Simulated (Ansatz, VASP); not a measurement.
Be in VASP and in Ansatz

INCAR

```
  ALGO = Normal
  EDIFF = 1E-6
  ENCUT = 520
  GGA = PS
  ISIF = 2
  ISMEAR = -1
  LASPH = T
  LCHARG = F
  LREAL = F
  LWAVE = F
  NBANDS = 9
  NELM = 100
  PREC = Accurate
  SIGMA = 0.05
```

File KPOINTS:

```
k-points
0
Gamma
  21 21 11
```

POSCAR

```
Be
1.0
    2.2189429169      0.0000000000      0.0000000000
   -1.1094714584      1.9216609356      0.0000000000
    0.0000000000      0.0000000000      3.5017617806
Be
2
Direct
    0.3333333333      0.6666666667      0.7500000000
    0.6666666667      0.3333333333      0.2500000000
```

Input for Ansatz:

```yaml
crystal:
  lattice:
    - [2.2189429169, 0.0, 0.0]
    - [-1.1094714584, 1.9216609356, 0.0]
    - [0.0, 0.0, 3.5017617806]
  atoms:
    - { symbol: Be, position: [0.3333333333, 0.6666666667, 0.75] }
    - { symbol: Be, position: [0.6666666667, 0.3333333333, 0.25] }
kpoints:
  mp_grid: { grid: [21, 21, 11] }
scf:
  occupations: { method: fermi_dirac, width: 0.05 }
hamiltonian:
  xc: pbesol
  pseudopotentials: { kind: all_electron, lapw: { basis_error: 0.0005 } }
output:
  forces: true
  stress: true
  eigenvalues: true
```

Change from the starting cell: volume scaled by 0.9405.

Alike in both runs: task single point; functional PBEsol; k mesh 21 × 21 × 11; occupations fermi-dirac, width 0.05 eV; no spin polarisation.

```csv
,VASP,Ansatz
version,VASP 6.6.1,Ansatz 0.2.0
potentials or method,"VASP PAW PBE potentials, release 64 (Be), cutoff 520 eV","all-electron LAPW, scalar-relativistic"
```

```tsv
	VASP	Ansatz	Ansatz less VASP
pressure (GPa)	6.9	6.4	-0.56
traceless stress, the component that is largest in VASP (GPa)	0.55	0.50	-0.053
```

VASP's potentials were made for PBE, not for PBEsol. Ansatz ran all-electron here, and VASP with PAW potentials.
